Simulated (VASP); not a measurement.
# GaGe3 (Fm-3m) in VASP: further runs

Runs on GaGe3. Level: PBE. Tasks: single point, relaxation of cell and atoms.

Everything below comes from runs of VASP 6.6.1. Logs are shortened: lines on timing, memory, paths and dates and some standing lists are left out, and cuts for length are marked.

**1. The cell of the first run**

Symmetry: Fm-3m, No. 225, cubic system. Conventional cell: a = 6.774 Å, b = 6.774 Å, c = 6.774 Å, α = 90.00°, β = 90.00°, γ = 90.00°. Ga (site symmetry m-3m) has 14 Ge at 2.93 to 3.39 Å within 3.9 Å. Within 3.9 Å of Ge (site symmetry -43m) lie 4 Ga at 2.93 Å and 10 Ge at 2.93 to 3.39 Å. Within 3.9 Å of Ge (site symmetry m-3m) lie 8 Ge at 2.93 Å and 6 Ga at 3.39 Å.

**2. Single point, PBE**

Contents of INCAR:

```
SYSTEM = GaGe3
ALGO     = Normal         ! electronic algorithm
EDIFF    = 1E-6           ! SCF threshold, eV
ENCUT    = 520            ! plane-wave cutoff, eV
GGA      = PE             ! functional
ISIF     = 2              ! what is computed and relaxed
ISMEAR   = 1              ! smearing method
LASPH    = .TRUE.         ! aspherical terms in the spheres
LCHARG   = .FALSE.        ! write CHGCAR
LREAL    = .FALSE.        ! projectors in reciprocal space
LWAVE    = .FALSE.        ! write WAVECAR
NBANDS   = 36             ! bands
NELM     = 80             ! most SCF steps
PREC     = Accurate       ! precision mode
SIGMA    = 0.1            ! smearing width, eV
```

Contents of KPOINTS:

```
k-points
0
G
  5 5 5
  0 0 0
```

Contents of POSCAR:

```
GaGe3
1.0
    0.0000000000      3.3871670000      3.3871670000
    3.3871670000      0.0000000000      3.3871670000
    3.3871670000      3.3871670000      0.0000000000
Ga Ge
1 3
Direct
    0.0000000000      0.0000000000      0.0000000000
    0.2500000000      0.2500000000      0.2500000000
    0.7500000000      0.7500000000      0.7500000000
    0.5000000000      0.5000000000      0.5000000000
```

Potentials or basis: VASP PAW PBE potentials, release 64 (Ga_d, Ge_d).

Run with:

```bash
cat potpaw_PBE.64/Ga_d/POTCAR potpaw_PBE.64/Ge_d/POTCAR > POTCAR
mpirun -np 1 vasp_std > vasp.out
```

OUTCAR:

```text
SYSTEM = GaGe3
   EDIFF = 1E-6
   ENCUT = 520
   GGA = PE
   ISIF = 2
   ISMEAR = 1
   LASPH = .TRUE.
   LREAL = .FALSE.
   NELM = 80
   PREC = Accurate

 ion  position               nearest neighbor table
   1  0.000  0.000  0.000-
   2  0.250  0.250  0.250-
   3  0.750  0.750  0.750-
   4  0.500  0.500  0.500-

  LATTYP: Found a face centered cubic cell.
 ALAT       =     6.7743340000

  Lattice vectors:

 A1 = (   0.0000000000,   3.3871670000,   3.3871670000)
 A2 = (   3.3871670000,   0.0000000000,   3.3871670000)
 A3 = (   3.3871670000,   3.3871670000,   0.0000000000)

Analysis of symmetry for initial positions (statically):
=====================================================================
 Subroutine PRICEL returns:
 Original cell was already a primitive cell.

 Routine SETGRP: Setting up the symmetry group for a
 face centered cubic supercell.

 Subroutine GETGRP returns: Found 48 space group operations
 (whereof 48 operations were pure point group operations)
 out of a pool of 48 trial point group operations.

The static configuration has the point symmetry O_h .

Analysis of symmetry for dynamics (positions and initial velocities):
=====================================================================
 Subroutine PRICEL returns:
 Original cell was already a primitive cell.

 Routine SETGRP: Setting up the symmetry group for a
 face centered cubic supercell.

 Subroutine GETGRP returns: Found 48 space group operations
 (whereof 48 operations were pure point group operations)
 out of a pool of 48 trial point group operations.

The dynamic configuration has the point symmetry O_h .

 Subroutine INISYM returns: Found 48 space group operations
 (whereof 48 operations are pure point group operations),
 and found     1 'primitive' translations

----------------------------------------------------------------------------------------

                                     Primitive cell

  volume of cell :      77.7213

  direct lattice vectors                    reciprocal lattice vectors
     0.000000000  3.387167000  3.387167000    -0.147615987  0.147615987  0.147615987
     3.387167000  0.000000000  3.387167000     0.147615987 -0.147615987  0.147615987
     3.387167000  3.387167000  0.000000000     0.147615987  0.147615987 -0.147615987

  length of vectors
     4.790177509  4.790177509  4.790177509     0.255678390  0.255678390  0.255678390

  position of ions in fractional coordinates (direct lattice)
     0.000000000  0.000000000  0.000000000
     0.250000000  0.250000000  0.250000000
     0.750000000  0.750000000  0.750000000
     0.500000000  0.500000000  0.500000000

  ion indices of the primitive-cell ions
   primitive index   ion index
                 1           1
                 2           2
                 3           3
                 4           4

----------------------------------------------------------------------------------------

 KPOINTS: k-points

Automatic generation of k-mesh.
 Grid dimensions read from file:
 generate k-points for:    5    5    5

 Generating k-lattice:

  Cartesian coordinates                     Fractional coordinates (reciprocal lattice)
    -0.029523197  0.029523197  0.029523197     0.200000000  0.000000000  0.000000000
     0.029523197 -0.029523197  0.029523197     0.000000000  0.200000000  0.000000000
     0.029523197  0.029523197 -0.029523197     0.000000000  0.000000000  0.200000000

  Length of vectors
     0.051135678  0.051135678  0.051135678

  Shift w.r.t. Gamma in fractional coordinates (k-lattice)
     0.000000000  0.000000000  0.000000000

 Subroutine IBZKPT returns following result:
 ===========================================

 Found     10 irreducible k-points:

 Following reciprocal coordinates:
            Coordinates               Weight
  0.000000  0.000000  0.000000      1.000000
  0.200000  0.000000  0.000000      8.000000
  0.400000  0.000000  0.000000      8.000000
  0.200000  0.200000  0.000000      6.000000
  0.400000  0.200000  0.000000     24.000000
 -0.400000  0.200000  0.000000     24.000000
 -0.200000  0.200000  0.000000     12.000000
  0.400000  0.400000  0.000000      6.000000
 -0.400000  0.400000  0.000000     12.000000
 -0.400000  0.400000  0.200000     24.000000
   k-points           NKPTS =     10   k-points in BZ     NKDIM =     10   number of bands    NBANDS=     36
   number of dos      NEDOS =    301   number of ions     NIONS =      4
   total plane-waves  NPLWV =  46656
   dimension x,y,z NGX =    36 NGY =   36 NGZ =   36
   dimension x,y,z NGXF=    72 NGYF=   72 NGZF=   72
   ions per type =               1   3
   NGX,Y,Z   is equivalent  to a cutoff of  12.49, 12.49, 12.49 a.u.
   NGXF,Y,Z  is equivalent  to a cutoff of  24.99, 24.99, 24.99 a.u.
 SYSTEM =  GaGe3
   PREC   = accura    normal or accurate (medium, high low for compatibility)
   ISTART =      0    job   : 0-new  1-cont  2-samecut
   ICHARG =      2    charge: 1-file 2-atom 10-const
   ISPIN  =      1    spin polarized calculation?
   LNONCOLLINEAR =      F non collinear calculations
   LSORBIT =      F    spin-orbit coupling
   LASPH  =      T    aspherical Exc in radial PAW
   ENCUT  =  520.0 eV  38.22 Ry    6.18 a.u.   8.91  8.91  8.91*2*pi/ulx,y,z
   NELM   =     80;   NELMIN=  2; NELMDL= -5     # of ELM steps
   EDIFF  = 0.1E-05   stopping-criterion for ELM
   LREAL  =      F    real-space projection
   EDIFFG = 0.1E-04   stopping-criterion for IOM
   NSW    =      0    number of steps for IOM
   IBRION =     -1    ionic relax: 0-MD 1-quasi-New 2-CG
   NFREE  =      0    steps in history (QN), initial steepest desc. (CG)
   ISIF   =      2    stress and relaxation
   ISYM   =      2    0-nonsym 1-usesym 2-fastsym
   POTIM  = 0.5000    time-step for ionic-motion
   TEBEG  =    0.0;   TEEND  =   0.0 temperature during run
   PSTRESS=    0.0 pullay stress
   NELECT =      55.0000    total number of electrons
   NUPDOWN=      -1.0000    fix difference up-down
   EMIN   =  10.00;   EMAX   =-10.00  energy-range for DOS
   EFERMI =   0.00;   METHOD = LEGACY
   ISMEAR =     1;   SIGMA  =   0.10  broadening in eV -4-tet -1-fermi 0-gaus
   EFERMI_NEDOS =   21; number of points for ismear=-14 and -15
   IALGO  =     38    algorithm
   IMIX   =      4    mixing-type and parameters
     AMIX     =   0.40;   BMIX     =  1.00
     AMIX_MAG =   1.60;   BMIX_MAG =  1.00
  volume/ion in A,a.u.               =      19.43       131.12
  Fermi-wavevector in a.u.,A,eV,Ry     =   1.458867  2.756859 28.957195  2.128294
  Thomas-Fermi vector in A             =   2.575501
   LORBIT       =      0    0 simple, 1 ext, 2 COOP (PROOUT), +10 PAW based schemes
   GGA     = PE    functional components
   LHFCALC =     F    Hartree Fock is set to
   AEXX    =    0.0000 exact exchange contribution
   IVDW    =     0    specifies the selected vdW correction
   LEPSILON=     F    determine dielectric tensor
   LRPA    =     F    only Hartree local field effects (RPA)
 non-spin polarized calculation
 Methfessel and Paxton  Order N= 1 SIGMA  =   0.10
  energy-cutoff  :      520.00
  volume of cell :       77.72
 maximum number of plane-waves:      2107
   NGX = 17   NGY = 17   NGZ = 17

 number of electron      55.0000038 magnetization

 Free energy of the ion-electron system (eV)
  ---------------------------------------------------
  ext. energy  EPLUGINS =         0.00000000
  ---------------------------------------------------
  free energy    TOTEN  =       -15.30336945 eV

  energy without entropy =      -15.29949850  energy(sigma->0) =      -15.30207913

 E-fermi :   6.4578     XC(G=0): -11.0922

 val. band max:        6.4253629042   @ k =   0.4000   0.2000   0.0000
 cond. band min:       6.4776637516   @ k =   0.4000   0.0000   0.0000
 fundamental gap:      0.0523008473
 Fermi energy:         6.4577509148

 k-point     1 :       0.0000    0.0000    0.0000
  band No.  band energies     occupation
      1     -18.5855      2.00000
      2     -18.5855      2.00000
      3     -18.5769      2.00000
      4     -18.5769      2.00000
      5     -18.5769      2.00000
      6     -18.5634      2.00000
[... 28 lines left out ...]
     35      10.8979      0.00000
     36      15.8582      0.00000

 k-point     2 :       0.2000    0.0000    0.0000
  band No.  band energies     occupation
      1     -18.5833      2.00000
      2     -18.5833      2.00000
      3     -18.5830      2.00000
      4     -18.5788      2.00000
      5     -18.5788      2.00000
      6     -18.5586      2.00000
[... 28 lines left out ...]
     35      12.4754      0.00000
     36      13.3150      0.00000

 k-point     3 :       0.4000    0.0000    0.0000
  band No.  band energies     occupation
      1     -18.5901      2.00000
      2     -18.5901      2.00000
      3     -18.5796      2.00000
      4     -18.5632      2.00000
      5     -18.5632      2.00000
      6     -18.5538      2.00000
[... 28 lines left out ...]
     35      11.9844      0.00000
     36      13.1550      0.00000

 k-point     4 :       0.2000    0.2000    0.0000
  band No.  band energies     occupation
      1     -18.5879      2.00000
      2     -18.5879      2.00000
      3     -18.5801      2.00000
      4     -18.5765      2.00000
      5     -18.5714      2.00000
      6     -18.5630      2.00000
[... 28 lines left out ...]
     35      13.6775      0.00000
     36      14.0307      0.00000

 k-point     5 :       0.4000    0.2000    0.0000
  band No.  band energies     occupation
      1     -18.5921      2.00000
      2     -18.5899      2.00000
      3     -18.5754      2.00000
      4     -18.5704      2.00000
      5     -18.5692      2.00000
      6     -18.5539      2.00000
[... 109 lines left out ...]
 k-point     8 :       0.4000    0.4000    0.0000
  band No.  band energies     occupation
      1     -18.5941      2.00000
      2     -18.5941      2.00000
      3     -18.5753      2.00000
      4     -18.5693      2.00000
      5     -18.5664      2.00000
      6     -18.5522      2.00000
[... 28 lines left out ...]
     35      12.1622      0.00000
     36      12.1622      0.00000

 k-point     9 :      -0.4000    0.4000    0.0000
  band No.  band energies     occupation
      1     -18.5938      2.00000
      2     -18.5901      2.00000
      3     -18.5761      2.00000
      4     -18.5712      2.00000
      5     -18.5627      2.00000
      6     -18.5559      2.00000
[... 28 lines left out ...]
     35      12.5835      0.00000
     36      13.5553      0.00000

 k-point    10 :      -0.4000    0.4000    0.2000
  band No.  band energies     occupation
      1     -18.5916      2.00000
      2     -18.5888      2.00000
      3     -18.5788      2.00000
      4     -18.5685      2.00000
      5     -18.5635      2.00000
      6     -18.5579      2.00000
[... 28 lines left out ...]
     35      12.9046      0.00000
     36      13.2264      0.00000

------------------------ aborting loop because EDIFF is reached ----------------------------------------

  FORCE on cell =-STRESS in cart. coord.  units (eV):
  Direction    XX          YY          ZZ          XY          YZ          ZX
  --------------------------------------------------------------------------------------
  -------------------------------------------------------------------------------------
  Total       -0.8920168     -0.8920168     -0.8920168      0.0000000     -0.0000000      0.0000000
  in kB      -18.3883932    -18.3883932    -18.3883932      0.0000000     -0.0000000      0.0000000
  external PRESSURE =     -18.3883932 kB  Pullay stress =       0.0000000 kB

 VOLUME and BASIS-vectors are now :
 -----------------------------------------------------------------------------
  energy-cutoff  :      520.00
  volume of cell :       77.72
      direct lattice vectors                 reciprocal lattice vectors
     0.000000000  3.387167000  3.387167000    -0.147615987  0.147615987  0.147615987
     3.387167000  0.000000000  3.387167000     0.147615987 -0.147615987  0.147615987
     3.387167000  3.387167000  0.000000000     0.147615987  0.147615987 -0.147615987

 POSITION                                       TOTAL-FORCE (eV/Angst)
 -----------------------------------------------------------------------------------
      0.00000      0.00000      0.00000         0.000000      0.000000      0.000000
      1.69358      1.69358      1.69358        -0.000000     -0.000000      0.000000
      5.08075      5.08075      5.08075         0.000000      0.000000     -0.000000
      3.38717      3.38717      3.38717         0.000000      0.000000      0.000000
 -----------------------------------------------------------------------------------
    total drift:                                0.000000      0.000000      0.000000

  FREE ENERGIE OF THE ION-ELECTRON SYSTEM (eV)
  ---------------------------------------------------
  free  energy   TOTEN  =       -15.3033694454 eV

  energy  without entropy=      -15.2994985009  energy(sigma->0) =      -15.30207913
```

Run time: 22 s. Hardware: 1 thread of AMD EPYC 7R13 (Zen 3), shared host; peak memory 0.17 GiB.

Results:

```
Free energy : -15.3034 eV
Pressure    : -1.8 GPa
```

**3. Relaxation of cell and atoms, PBE, target pressure -2 GPa, at which the enthalpy is minimised**

Contents of INCAR:

```
SYSTEM = GaGe3
PREC     = Accurate       ! precision mode
ENCUT    = 600            ! plane-wave cutoff, eV
EDIFF    = 1E-6           ! SCF threshold, eV
ISMEAR   = 1              ! smearing method
SIGMA    = 0.1            ! smearing width, eV
LREAL    = .False.        ! projectors in reciprocal space
LASPH    = .True.         ! aspherical terms in the spheres
NELM     = 100            ! most SCF steps
ALGO     = Normal         ! electronic algorithm
ISIF     = 3              ! what is computed and relaxed
LWAVE    = .False.        ! write WAVECAR
LCHARG   = .False.        ! write CHGCAR
GGA      = PE             ! functional
IBRION   = 2              ! ionic algorithm
NSW      = 80             ! ionic steps
EDIFFG   = -0.01          ! ionic threshold
PSTRESS  = -20.0
```

Contents of KPOINTS:

```
Automatic mesh
0
Gamma
  5 5 5
  0 0 0
```

POSCAR is that of step 2.

Potentials or basis: VASP PAW PBE potentials, release 64 (Ga_d, Ge_d).

Run with:

```bash
cat potpaw_PBE.64/Ga_d/POTCAR potpaw_PBE.64/Ge_d/POTCAR > POTCAR
mpirun -np 1 vasp_std > vasp.out
```

Wall time 28 s (1 thread of AMD EPYC 7R13 (Zen 3), shared host); peak memory 0.21 GiB.

Results (log left out):

* Free energy: -15.3034 eV
* Pressure after relaxing: -2.0 GPa

Final structure:
```xyz
4
Lattice="0.0000 3.3872 3.3872 3.3872 0.0000 3.3872 3.3872 3.3872 0.0000" Properties=species:S:1:pos:R:3 pbc="T T T"
Ga    0.0000    0.0000    0.0000
Ge    1.6936    1.6936    1.6936
Ge    5.0807    5.0807    5.0807
Ge    3.3872    3.3872    3.3872
```

Levels at points of the mesh, in eV from the Fermi level:
```csv
k point,band 26,band 27,band 28,band 29,band 30,band 31
"(0.00, 0.00, 0.00)",-1.87,-1.58,-1.58,-1.58,-1.53,-0.05
```

Caveat: the relaxation stopped at its first step, so nothing moved; the cell is relaxed towards a set pressure, so the enthalpy falls and the energy may rise; the bands computed are all filled at some k points, so no gap is given.

**4. Relaxation of cell and atoms, PBE**

Contents of INCAR:

```
SYSTEM = GaGe3
PREC     = Accurate       ! precision mode
ENCUT    = 600            ! plane-wave cutoff, eV
EDIFF    = 1E-7           ! SCF threshold, eV
ISMEAR   = 1              ! smearing method
SIGMA    = 0.1            ! smearing width, eV
LREAL    = .FALSE.        ! projectors in reciprocal space
LASPH    = .TRUE.         ! aspherical terms in the spheres
NELM     = 100            ! most SCF steps
ALGO     = Normal         ! electronic algorithm
ISIF     = 3              ! what is computed and relaxed
LWAVE    = .FALSE.        ! write WAVECAR
LCHARG   = .FALSE.        ! write CHGCAR
GGA      = PE             ! functional
IBRION   = 2              ! ionic algorithm
NSW      = 80             ! ionic steps
EDIFFG   = -0.01          ! ionic threshold
```

Contents of KPOINTS:

```
regular mesh
0
G
  5 5 5
  0 0 0
```

POSCAR is that of step 3.

Run with:

```bash
cat potpaw_PBE.64/Ga_d/POTCAR potpaw_PBE.64/Ge_d/POTCAR > POTCAR
mpirun -np 1 vasp_std > vasp.out
```

Wall time 60 s (1 thread of AMD EPYC 7R13 (Zen 3), shared host); peak memory 0.22 GiB.

The run converged. Its results:

| Item | Value |
| --- | --- |
| Free energy | -15.3220 eV |
| Relaxed volume | 18.74 Å³/atom |
| Relaxed cell | a = 4.733 Å, b = 4.733 Å, c = 4.733 Å, α = 60.00°, β = 60.00°, γ = 60.00° |
| Space group after relaxing (to 0.05 Å) | Fm-3m (No. 225) |
| Energy gained by relaxing | 4.6 meV/atom |
| Ionic steps | 2 |
| Pressure after relaxing | 0.0 GPa |

Step by step:
```
step  energy change (eV)  largest force (eV/Å)  pressure (GPa)  volume (Å³)
   1              0.0000                0.0000           -2.04        77.72
   2             -0.0185                0.0000           -0.02        74.97
```

Final structure:
```
Ga Ge
1.0
     0.00000    3.34679    3.34679
     3.34679    0.00000    3.34679
     3.34679    3.34679    0.00000
Ga Ge
1 3
Direct
  0.00000 0.00000 0.00000
  0.25000 0.25000 0.25000
  0.75000 0.75000 0.75000
  0.50000 0.50000 0.50000
```

Levels at points of the mesh, in eV from the Fermi level:
```tsv
k point	band 24	band 25	band 26	band 27	band 28	band 29	band 30	band 31	band 32	band 33
(0.00, 0.00, 0.00)	-1.95	-1.95	-1.95	-1.66	-1.66	-1.66	-1.29	-0.07	-0.07	-0.07
```

Caveat: the bands computed are all filled at some k points, so no gap is given.

**5. Summary**

| task | cell | cutoff (eV) | pressure (GPa) |
| --- | --- | --- | --- |
| single point | as given | 520 | -1.8 |
| relaxation of cell and atoms | relaxed to -2 GPa | 600 | -2.0 |
| relaxation of cell and atoms | relaxed | 600 | 0.0 |

Alike in all rows: level PBE; potentials or basis VASP PAW PBE potentials, release 64 (Ga_d, Ge_d); no spin polarisation; k mesh 5 × 5 × 5; smearing methfessel-paxton 0.1 eV.

Caveats: the bands computed are all filled at some k points, so no gap is given (some runs); the relaxation stopped at its first step, so nothing moved (some runs); the cell is relaxed towards a set pressure, so the enthalpy falls and the energy may rise (some runs).

Absolute energies hang on the potentials; compare differences alone.
